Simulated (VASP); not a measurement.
Write the native input for VASP 6.6.1 that does the following.

```yaml
Task: relaxation of cell and atoms
Functional: PBE
Potentials_or_basis: VASP PAW PBE potentials, release 64 (Li_sv, Re, H)
Cutoff: 600 eV
k_mesh: 10 × 10 × 10
Occupations: gaussian, width 0.1 eV
Spin: no spin polarisation
Dipole_correction: no
Further_INCAR_settings: ALGO = Normal; EDIFF = 1e-06; IBRION = 2; EDIFFG = -0.01; NSW = 100; ISIF = 3
```

The structure of LiReH6 lies in POSCAR:

```
LiReH6
1.0
    3.5325345463      0.0000000000      0.0000000000
    0.0000000000      3.5325345463      0.0000000000
    0.0000000000      0.0000000000      3.5325345463
Li Re H
1 1 6
Direct
    0.5000000000      0.5000000000      0.5000000000
    0.0000000000      0.0000000000      0.0000000000
    0.0000000000      0.5000000000      0.7829110976
    0.5000000000      0.2170889024      0.0000000000
    0.7829110976      0.0000000000      0.5000000000
    0.0000000000      0.5000000000      0.2170889024
    0.5000000000      0.7829110976      0.0000000000
    0.2170889024      0.0000000000      0.5000000000
```

One way to write it, as run:

INCAR

```
SYSTEM = LiReH6
PREC     = Accurate       ! precision mode
ENCUT    = 600            ! plane-wave cutoff, eV
EDIFF    = 1E-6           ! SCF threshold, eV
ISMEAR   = 0              ! smearing method
SIGMA    = 0.1            ! smearing width, eV
LREAL    = .FALSE.        ! projectors in reciprocal space
LASPH    = .TRUE.         ! aspherical terms in the spheres
NELM     = 100            ! most SCF steps
ALGO     = Normal         ! electronic algorithm
ISIF     = 3              ! what is computed and relaxed
LWAVE    = .FALSE.        ! write WAVECAR
LCHARG   = .FALSE.        ! write CHGCAR
GGA      = PE             ! functional
IBRION   = 2              ! ionic algorithm
NSW      = 100            ! ionic steps
EDIFFG   = -0.01          ! ionic threshold
```

KPOINTS

```
Automatic mesh
0
G
  10 10 10
  0 0 0
```

Potentials or basis: VASP PAW PBE potentials, release 64 (Li_sv, Re, H).

The run is started by

```sh
$ cat potpaw_PBE.64/Li_sv/POTCAR potpaw_PBE.64/Re/POTCAR potpaw_PBE.64/H/POTCAR > POTCAR
$ mpirun -np 1 vasp_std > vasp.out
```

It gave:

| Quantity | Value |
| --- | --- |
| Relaxed volume | 5.54 Å³/atom |
| Relaxed cell | a = 3.539 Å, b = 3.539 Å, c = 3.539 Å, α = 90.00°, β = 90.00°, γ = 90.00° |
| Space group after relaxing (to 0.05 Å) | Pm-3 (No. 200) |
| Energy gained by relaxing | 0.1 meV/atom |
| Ionic steps | 3 |
| Pressure after relaxing | -0.1 GPa |
| Largest force after relaxing | 0.009 eV/Å |
| Band gap on the k mesh | zero (band 8 reaches 5.80 eV, above the bottom of band 9 at 3.83 eV) |

Caveat: the cutoff is under 1.25 times the usual one of these potentials, so pressure, stress and relaxed cells hold a basis-set (Pulay) error; spin-orbit coupling is left out, which moves the levels of the heavy elements.

It took 87 s on 1 thread of Intel(R) Xeon(R) Platinum 8259CL CPU @ 2.50GHz (Skylake/Cascade Lake), with other jobs on the host, peak memory 0.2 GiB.
